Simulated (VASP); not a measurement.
Write the native input for VASP 6.6.1 that does the following.

| Item | Value |
| --- | --- |
| Task | single point |
| Functional | PBE |
| Potentials or basis | VASP PAW PBE potentials, release 64 (Zr_sv, Ti_sv, C) |
| Cutoff | 520 eV |
| k mesh | 12 × 12 × 12 |
| Occupations | gaussian, width 0.1 eV |
| Spin | no spin polarisation |
| Dipole correction | no |
| Further INCAR settings | ALGO = Normal; EDIFF = 1e-06; NBANDS = 42 |

The structure of ZrTi3C4 lies in POSCAR:

```
ZrTi3C4
1.0
   -2.2971040370      2.2971040370      4.5679230734
    2.2971040370     -2.2971040370      4.5679230734
    2.2971040370      2.2971040370     -4.5679230734
Zr Ti C
1 3 4
Direct
    0.5000000000      0.5000000000      0.0000000000
    0.0000000000      0.0000000000      0.0000000000
    0.7500000000      0.2500000000      0.5000000000
    0.2500000000      0.7500000000      0.5000000000
    0.2444559813      0.2444559813      0.0000000000
    0.0000000000      0.5000000000      0.5000000000
    0.7555440187      0.7555440187      0.0000000000
    0.5000000000      0.0000000000      0.5000000000
```

One way to write it, as run:

INCAR

```
ALGO = Normal
EDIFF = 1E-6
ENCUT = 520
GGA = PE
ISIF = 2
ISMEAR = 0
LASPH = T
LCHARG = T
LELF = T
LREAL = F
LVHAR = T
LWAVE = F
NBANDS = 42
NELM = 60
PREC = Accurate
SIGMA = 0.1
```

KPOINTS

```
k-points
0
Gamma
  12 12 12
```

Potentials or basis: VASP PAW PBE potentials, release 64 (Zr_sv, Ti_sv, C).

Launch:

```console
$ cat potpaw_PBE.64/Zr_sv/POTCAR potpaw_PBE.64/Ti_sv/POTCAR potpaw_PBE.64/C/POTCAR > POTCAR
$ mpirun -np 1 vasp_std > vasp.out
```

It gave:

| Item | Value |
| --- | --- |
| Pressure | -18.4 GPa |
| Largest force | 0.005 eV/Å |
| Band gap on the k mesh | zero (bands 32 and 33 overlap by 1.01 eV) |

Caveat: the cell stands under tension.

It took 20 min on 1 thread of Intel(R) Xeon(R) Platinum 8488C (Sapphire Rapids), on a shared host, peak memory 0.66 GiB.
